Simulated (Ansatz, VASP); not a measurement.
TaSiO4: VASP beside Ansatz

```xyz
6
Lattice="4.1393 0.0000 0.0000 0.0000 4.1393 0.0000 0.0000 0.0000 4.1393" Properties=species:S:1:pos:R:3 pbc="T T T"
Ta    0.0000    0.0000    0.0000
Si    2.0696    2.0696    2.0696
O     1.1214    1.1214    1.1214
O     3.0178    3.0178    1.1214
O     3.0178    1.1214    3.0178
O     1.1214    3.0178    3.0178
```

Alike in both runs: functional PBE; k mesh 10 × 10 × 10; occupations gaussian, width 0.1 eV; collinear spin.

Ansatz relaxed the structure, and its values are those at the end. VASP's run is a single point on that final structure, the one shown.

|  | VASP | Ansatz |
| --- | --- | --- |
| version | VASP 6.6.1 | Ansatz 0.2.0 |
| potentials or method | VASP PAW PBE potentials, release 64 (Ta_sv_GW, Si, O), cutoff 600 eV | scalar-relativistic, plane waves, PAW |
| valence electrons in the cell | 41 | 41 |

|  | VASP | Ansatz | Ansatz less VASP |
| --- | --- | --- | --- |
| gap on the k mesh at the Fermi level (eV) | none | none | - |
| pressure (GPa) | -0.1 | 0.0 | +0.10 |
| rms of the force components (eV/Å) | 0.003 | 0.000 | -0.0028 |
| net moment per atom (μB) | 0.17 | 0.17 | 0.000 |
| size of the moment on the site where the two differ most (μB) | 0.71 | 0.36 | -0.354 |

Site moments also hang on the region over which each program counts them. A gap of «none» marks a metal or a gap that the smearing closes. With one functional, cell and mesh, what is left measures potentials, basis and numerics.

Spin-orbit coupling is off throughout.
